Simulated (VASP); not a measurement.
# TiO2 (R-3m) in VASP: further runs

The runs below take TiO2 through single point, with PBE+D3(BJ)+U.

All numbers are computed with VASP 6.6.1; they aren't measurements. Logs are shortened: lines on timing, memory, paths and dates and some standing lists are left out, and cuts for length are marked.

## 1. The cell of the first run

Symmetry: R-3m, No. 166, trigonal system. Conventional cell: a = 3.149 Å, b = 3.149 Å, c = 15.743 Å, α = 90.00°, β = 90.00°, γ = 120.00°. Ti (site symmetry -3m) has 6 O at 2.09 Å within 2.8 Å. Within 2.8 Å of O (site symmetry 3m) lie 3 Ti at 2.09 Å and 3 O at 2.74 Å.

## 2. Single point, PBE+D3(BJ)+U

Input file INCAR:

```
SYSTEM = TiO2
PREC = Accurate
ENCUT = 520
EDIFF = 1E-6
ISMEAR = 0
SIGMA = 0.05
LREAL = .FALSE.
LASPH = .TRUE.
NELM = 150
ALGO = Normal
ISIF = 2
LWAVE = .FALSE.
LCHARG = .FALSE.
LMAXMIX = 4
LDAU = .TRUE.
LDAUTYPE = 2
LDAUL = 2 -1
LDAUU = 4 0
LDAUJ = 0 0
LDAUPRINT = 1
GGA = PE
IVDW = 12
NBANDS = 19
```

Input file KPOINTS:

```
regular mesh
0
G
  9 9 9
  0 0 0
```

Input file POSCAR:

```
TiO2
1.0
    1.5742500000      0.9088936613      5.2476666667
   -1.5742500000      0.9088936613      5.2476666667
    0.0000000000     -1.8177873226      5.2476666667
Ti O
1 2
Direct
    0.0000000000      0.0000000000      0.0000000000
    0.6017580785      0.6017580785      0.6017580785
    0.3982419215      0.3982419215      0.3982419215
```

Potentials or basis: VASP PAW PBE potentials, release 64 (Ti_sv, O).

The run is started by

```bash
cat potpaw_PBE.64/Ti_sv/POTCAR potpaw_PBE.64/O/POTCAR > POTCAR
mpirun -np 1 vasp_std > vasp.out
```

OUTCAR:

```text
SYSTEM = TiO2
   PREC = Accurate
   ENCUT = 520
   EDIFF = 1E-6
   ISMEAR = 0
   LREAL = .FALSE.
   LASPH = .TRUE.
   NELM = 150
   ISIF = 2
   GGA = PE
   IVDW = 12
 IVDW          = 12

 ion  position               nearest neighbor table
   1  0.000  0.000  0.000-   2 2.09   2 2.09   3 2.09   3 2.09   2 2.09   3 2.09
   2  0.602  0.602  0.602-   1 2.09   1 2.09   1 2.09
   3  0.398  0.398  0.398-   1 2.09   1 2.09   1 2.09

  LATTYP: Found a trigonal (rhomboedric) cell.
 ALAT       =     5.5535894874
 COS(alpha) =     0.8392948290

  Lattice vectors:

 A1 = (   1.5742500000,   0.9088936613,   5.2476666667)
 A2 = (  -1.5742500000,   0.9088936613,   5.2476666667)
 A3 = (   0.0000000000,  -1.8177873226,   5.2476666667)

Analysis of symmetry for initial positions (statically):
=====================================================================
 Subroutine PRICEL returns:
 Original cell was already a primitive cell.

 Routine SETGRP: Setting up the symmetry group for a
 trigonal (rhombohedral) supercell.

 Subroutine GETGRP returns: Found 12 space group operations
 (whereof 12 operations were pure point group operations)
 out of a pool of 12 trial point group operations.

The static configuration has the point symmetry D_3d.

Analysis of symmetry for dynamics (positions and initial velocities):
=====================================================================
 Subroutine PRICEL returns:
 Original cell was already a primitive cell.

 Routine SETGRP: Setting up the symmetry group for a
 trigonal (rhombohedral) supercell.

 Subroutine GETGRP returns: Found 12 space group operations
 (whereof 12 operations were pure point group operations)
 out of a pool of 12 trial point group operations.

The dynamic configuration has the point symmetry D_3d.

 Subroutine INISYM returns: Found 12 space group operations
 (whereof 12 operations are pure point group operations),
 and found     1 'primitive' translations

----------------------------------------------------------------------------------------

                                     Primitive cell

  volume of cell :      45.0510

  direct lattice vectors                    reciprocal lattice vectors
     1.574250000  0.908893661  5.247666667     0.317611561  0.183373120  0.063520295
    -1.574250000  0.908893661  5.247666667    -0.317611561  0.183373120  0.063520295
     0.000000000 -1.817787323  5.247666667     0.000000000 -0.366746241  0.063520295

  length of vectors
     5.553589487  5.553589487  5.553589487     0.372206438  0.372206438  0.372206438

  position of ions in fractional coordinates (direct lattice)
     0.000000000  0.000000000  0.000000000
     0.601758078  0.601758078  0.601758078
     0.398241922  0.398241922  0.398241922

  ion indices of the primitive-cell ions
   primitive index   ion index
                 1           1
                 2           2
                 3           3

----------------------------------------------------------------------------------------

 KPOINTS: regular mesh

Automatic generation of k-mesh.
 Grid dimensions read from file:
 generate k-points for:    9    9    9

 Generating k-lattice:

  Cartesian coordinates                     Fractional coordinates (reciprocal lattice)
     0.035290173  0.020374791  0.007057811     0.111111111  0.000000000  0.000000000
    -0.035290173  0.020374791  0.007057811     0.000000000  0.111111111  0.000000000
     0.000000000 -0.040749582  0.007057811     0.000000000  0.000000000  0.111111111

  Length of vectors
     0.041356271  0.041356271  0.041356271

[... 41 lines left out ...]
   NGX,Y,Z   is equivalent  to a cutoff of  12.57, 12.57, 12.57 a.u.
   NGXF,Y,Z  is equivalent  to a cutoff of  25.15, 25.15, 25.15 a.u.
 SYSTEM =  TiO2
   PREC   = accura    normal or accurate (medium, high low for compatibility)
   ISTART =      0    job   : 0-new  1-cont  2-samecut
   ICHARG =      2    charge: 1-file 2-atom 10-const
   ISPIN  =      1    spin polarized calculation?
   LNONCOLLINEAR =      F non collinear calculations
   LSORBIT =      F    spin-orbit coupling
   LASPH  =      T    aspherical Exc in radial PAW
   ENCUT  =  520.0 eV  38.22 Ry    6.18 a.u.  10.33 10.33 10.33*2*pi/ulx,y,z
   NELM   =    150;   NELMIN=  2; NELMDL= -5     # of ELM steps
   EDIFF  = 0.1E-05   stopping-criterion for ELM
   LREAL  =      F    real-space projection
   EDIFFG = 0.1E-04   stopping-criterion for IOM
   NSW    =      0    number of steps for IOM
   IBRION =     -1    ionic relax: 0-MD 1-quasi-New 2-CG
   NFREE  =      0    steps in history (QN), initial steepest desc. (CG)
   ISIF   =      2    stress and relaxation
   ISYM   =      2    0-nonsym 1-usesym 2-fastsym
   POTIM  = 0.5000    time-step for ionic-motion
   TEBEG  =    0.0;   TEEND  =   0.0 temperature during run
   PSTRESS=    0.0 pullay stress
   NELECT =      24.0000    total number of electrons
   NUPDOWN=      -1.0000    fix difference up-down
   EMIN   =  10.00;   EMAX   =-10.00  energy-range for DOS
   EFERMI =   0.00;   METHOD = LEGACY
   ISMEAR =     0;   SIGMA  =   0.05  broadening in eV -4-tet -1-fermi 0-gaus
   EFERMI_NEDOS =   21; number of points for ismear=-14 and -15
   IALGO  =     38    algorithm
   IMIX   =      4    mixing-type and parameters
     AMIX     =   0.40;   BMIX     =  1.00
     AMIX_MAG =   1.60;   BMIX_MAG =  1.00
  volume/ion in A,a.u.               =      15.02       101.34
  Fermi-wavevector in a.u.,A,eV,Ry     =   1.327121  2.507895 23.963259  1.761250
  Thomas-Fermi vector in A             =   2.456457
   LORBIT       =      0    0 simple, 1 ext, 2 COOP (PROOUT), +10 PAW based schemes
 LDA+U is selected, type is set to LDAUTYPE =  2
   angular momentum for each species LDAUL =     2   -1
   U (eV)           for each species LDAUU =   4.0  0.0
   J (eV)           for each species LDAUJ =   0.0  0.0
   GGA     = PE    functional components
   LHFCALC =     F    Hartree Fock is set to
   AEXX    =    0.0000 exact exchange contribution
   IVDW    =    12    specifies the selected vdW correction
   LEPSILON=     F    determine dielectric tensor
   LRPA    =     F    only Hartree local field effects (RPA)
 non-spin polarized calculation
 Gauss-broadening in eV      SIGMA  =   0.05
  energy-cutoff  :      520.00
  volume of cell :       45.05
 maximum number of plane-waves:      1227
 NGX is ok and might be reduce to    42
   NGX = 21   NGY = 21   NGZ = 21

atom =   1  type =  1  l = 2

 onsite density matrix

spin component  1

  0.1591  0.0000 -0.0000 -0.0832 -0.0000
  0.0000  0.1705 -0.0000 -0.0000 -0.0832
 -0.0000 -0.0000  0.0819  0.0000  0.0000
 -0.0832 -0.0000  0.0000  0.1705 -0.0000
 -0.0000 -0.0832  0.0000 -0.0000  0.1591

spin component  2

  0.1591  0.0000 -0.0000 -0.0832 -0.0000
  0.0000  0.1705 -0.0000 -0.0000 -0.0832
 -0.0000 -0.0000  0.0819  0.0000  0.0000
 -0.0832 -0.0000  0.0000  0.1705 -0.0000
 -0.0000 -0.0832  0.0000 -0.0000  0.1591

 occupancies and eigenvectors

  o =  0.0814  v = -0.7307  0.0000 -0.0000 -0.6827 -0.0000  0.0000  0.0000  0.0000  0.0000  0.0000      0.0000  0.0000  0.0000  0.0000  0.0000  0.0000  0.0000  0.0000  0.0000  0.0000
  o =  0.0814  v =  0.0000  0.0000  0.0000  0.0000  0.0000 -0.7307  0.0000 -0.0000 -0.6827 -0.0000      0.0000  0.0000  0.0000  0.0000  0.0000  0.0000  0.0000  0.0000  0.0000  0.0000
  o =  0.0814  v =  0.0000  0.6827 -0.0000  0.0000  0.7307  0.0000  0.0000  0.0000  0.0000  0.0000      0.0000  0.0000  0.0000  0.0000  0.0000  0.0000  0.0000  0.0000  0.0000  0.0000
  o =  0.0814  v =  0.0000  0.0000  0.0000  0.0000  0.0000  0.0000  0.6827 -0.0000  0.0000  0.7307      0.0000  0.0000  0.0000  0.0000  0.0000  0.0000  0.0000  0.0000  0.0000  0.0000
  o =  0.0819  v =  0.0000  0.0000  0.0000  0.0000  0.0000  0.0000 -0.0000 -1.0000  0.0000 -0.0000      0.0000  0.0000  0.0000  0.0000  0.0000  0.0000  0.0000  0.0000  0.0000  0.0000
  o =  0.0819  v =  0.0000 -0.0000 -1.0000  0.0000 -0.0000  0.0000  0.0000  0.0000  0.0000  0.0000      0.0000  0.0000  0.0000  0.0000  0.0000  0.0000  0.0000  0.0000  0.0000  0.0000
  o =  0.2482  v = -0.6827  0.0000  0.0000  0.7307  0.0000  0.0000  0.0000  0.0000  0.0000  0.0000      0.0000  0.0000  0.0000  0.0000  0.0000  0.0000  0.0000  0.0000  0.0000  0.0000
  o =  0.2482  v =  0.0000  0.0000  0.0000  0.0000  0.0000 -0.6827  0.0000  0.0000  0.7307  0.0000      0.0000  0.0000  0.0000  0.0000  0.0000  0.0000  0.0000  0.0000  0.0000  0.0000
  o =  0.2482  v =  0.0000  0.7307 -0.0000  0.0000 -0.6827  0.0000  0.0000  0.0000  0.0000  0.0000      0.0000  0.0000  0.0000  0.0000  0.0000  0.0000  0.0000  0.0000  0.0000  0.0000
  o =  0.2482  v =  0.0000  0.0000  0.0000  0.0000  0.0000  0.0000  0.7307 -0.0000  0.0000 -0.6827      0.0000  0.0000  0.0000  0.0000  0.0000  0.0000  0.0000  0.0000  0.0000  0.0000

 number of electron      24.0000000 magnetization

 Free energy of the ion-electron system (eV)
  ---------------------------------------------------
  ext. energy  EPLUGINS =         0.00000000
  ---------------------------------------------------
  free energy    TOTEN  =       -23.53306646 eV

  energy without entropy =      -23.53306646  energy(sigma->0) =      -23.53306646

 E-fermi :   1.4491     XC(G=0):  -9.1745

 val. band max:        1.0890979753   @ k =  -0.1111   0.1111   0.0000
 cond. band min:       3.6852485803   @ k =   0.0000   0.0000   0.0000
 fundamental gap:      2.5961506051
 Fermi energy:         1.4491369041

 k-point     1 :       0.0000    0.0000    0.0000
  band No.  band energies     occupation
      1     -57.0813      2.00000
      2     -33.2616      2.00000
      3     -33.0408      2.00000
      4     -33.0408      2.00000
      5     -16.0506      2.00000
      6     -14.6698      2.00000
[... 505 lines left out ...]
      6     -14.8900      2.00000
[... 11 lines left out ...]
     18      12.1128      0.00000
     19      12.5603      0.00000

 [... further k-points ...]

------------------------ aborting loop because EDIFF is reached ----------------------------------------

 Edisp (eV)   -0.48887

 E8    (eV) :    -0.1891

  FORCE on cell =-STRESS in cart. coord.  units (eV):
  Direction    XX          YY          ZZ          XY          YZ          ZX
  --------------------------------------------------------------------------------------
  -------------------------------------------------------------------------------------
  Total      -5.63974    -5.63974    -3.59783     0.00000     0.00000     0.00000
  in kB    -200.56967  -200.56967  -127.95198     0.00000     0.00000     0.00000
  external pressure =     -176.36 kB  Pullay stress =        0.00 kB

 VOLUME and BASIS-vectors are now :
 -----------------------------------------------------------------------------
  energy-cutoff  :      520.00
  volume of cell :       45.05
      direct lattice vectors                 reciprocal lattice vectors
     1.574250000  0.908893661  5.247666667     0.317611561  0.183373120  0.063520295
    -1.574250000  0.908893661  5.247666667    -0.317611561  0.183373120  0.063520295
     0.000000000 -1.817787323  5.247666667     0.000000000 -0.366746241  0.063520295

 POSITION                                       TOTAL-FORCE (eV/Angst)
 -----------------------------------------------------------------------------------
      0.00000      0.00000      0.00000        -0.000000      0.000000     -0.000000
      0.00000      0.00000      9.47348         0.000000      0.000000      1.627166
      0.00000      0.00000      6.26952         0.000000     -0.000000     -1.627166
 -----------------------------------------------------------------------------------
    total drift:                               -0.000000     -0.000000      0.000000

  FREE ENERGIE OF THE ION-ELECTRON SYSTEM (eV)
  ---------------------------------------------------
  free  energy   TOTEN  =       -24.0219365647 eV

  energy  without entropy=      -24.0219365647  energy(sigma->0) =      -24.02193656
```

Wall time 2.7 min (1 thread of Intel Xeon 6975P-C (Granite Rapids), shared host); peak memory 0.29 GiB.

Results:

| Quantity | Value |
| --- | --- |
| Free energy | -24.0219 eV |
| Pressure | -17.6 GPa |
| Largest force | 1.627 eV/Å |
| Band gap on the k mesh | 2.60 eV, indirect (least direct gap 2.80 eV) |
| Dispersion energy per atom | -0.163 eV |

Forces on the atoms (eV/Å):
```
Ti   0.000  0.000  0.000
O    0.000  0.000  1.627
O    0.000  0.000 -1.627
```

Stress tensor (GPa, compression positive):
```
-20.06   0.00   0.00
  0.00 -20.06   0.00
  0.00   0.00 -12.80
```

Levels at points of the mesh, in eV from the valence-band top:
| k point | band 9 | band 10 | band 11 | band 12 | band 13 | band 14 | band 15 | band 16 |
| --- | --- | --- | --- | --- | --- | --- | --- | --- |
| (0.00, 0.00, 0.00) | -3.20 | -0.50 | -0.50 | -0.25 | 2.60 | 2.60 | 3.74 | 5.41 |

Eigenvalues of the final occupation matrices:
| site | spin | trace | eigenvalues |
| --- | --- | --- | --- |
| site 1 d | 1 | 0.74 | 0.08 0.08 0.08 0.25 0.25 |
| site 1 d | 2 | 0.74 | 0.08 0.08 0.08 0.25 0.25 |

Caveat: forces of over 1 eV/Å act on the atoms, so gaps and moduli don't describe the material at rest. A k mesh can miss the band edges.

## 3. Single point, PBE+D3(BJ)+U

This run uses another cell than the first one, of 15.32 Å³/atom, 1.020 times its volume.

Input file INCAR:

```
PREC     = Accurate       # precision mode
ENCUT    = 520            # plane-wave cutoff, eV
EDIFF    = 1E-6           # SCF threshold, eV
ISMEAR   = 0              # smearing method
SIGMA    = 0.05           # smearing width, eV
LREAL    = False          # projectors in reciprocal space
LASPH    = True           # aspherical terms in the spheres
NELM     = 150            # most SCF steps
ALGO     = Normal         # electronic algorithm
ISIF     = 2              # what is computed and relaxed
LWAVE    = False          # write WAVECAR
LCHARG   = True           # write CHGCAR
LMAXMIX  = 4              # l up to which the mixer works
LDAU     = True           # DFT+U
LDAUTYPE = 2            
LDAUL    = 2 -1           # shell
LDAUU    = 4 0            # U, eV
LDAUJ    = 0 0          
LDAUPRINT= 1            
GGA      = PE             # functional
IVDW     = 12             # dispersion correction
LELF     = True           # ELF
LVHAR    = True         
NBANDS   = 19             # bands
```

Input file KPOINTS:

```
Automatic mesh
0
Gamma
  9 9 9
```

Input file POSCAR:

```
TiO2
1.0
    1.5391500000      0.8886286668      5.6001000000
   -1.5391500000      0.8886286668      5.6001000000
    0.0000000000     -1.7772573337      5.6001000000
Ti O
1 2
Direct
    0.0000000000      0.0000000000      0.0000000000
    0.6017580785      0.6017580785      0.6017580785
    0.3982419215      0.3982419215      0.3982419215
```

Potentials or basis: VASP PAW PBE potentials, release 64 (Ti_sv, O).

The run is started by

```bash
cat potpaw_PBE.64/Ti_sv/POTCAR potpaw_PBE.64/O/POTCAR > POTCAR
mpirun -np 1 vasp_std > vasp.out
```

Run time: 2.4 min. Hardware: 1 thread of Intel Xeon 6975P-C (Granite Rapids), shared host; peak memory 0.34 GiB.

Results (log left out):

```
Free energy                : -23.9532 eV
Pressure                   : -16.2 GPa
Largest force              : 2.317 eV/Å
Band gap on the k mesh     : 2.68 eV, indirect (least direct gap 2.89 eV)
Dispersion energy per atom : -0.160 eV
```

Forces in eV/Å, atoms in the order of the input:
```
Ti   0.000  0.000  0.000
O    0.000  0.000  2.317
O    0.000  0.000 -2.317
```

Stress tensor (GPa, compression positive):
```
-14.71   0.00   0.00
  0.00 -14.71   0.00
  0.00   0.00 -19.04
```

Levels at points of the mesh, in eV from the valence-band top:
```tsv
k point	band 9	band 10	band 11	band 12	band 13	band 14	band 15	band 16
(0.00, 0.00, 0.00)	-2.82	-0.28	-0.27	-0.27	2.80	2.80	3.85	5.42
```

Eigenvalues of the final occupation matrices:
| site | spin | trace | eigenvalues |
| --- | --- | --- | --- |
| site 1 d | 1 | 0.75 | 0.08 0.09 0.09 0.25 0.25 |
| site 1 d | 2 | 0.75 | 0.08 0.09 0.09 0.25 0.25 |

Caveat: forces of over 1 eV/Å act on the atoms, so gaps and moduli don't describe the material at rest. A k mesh can miss the band edges.
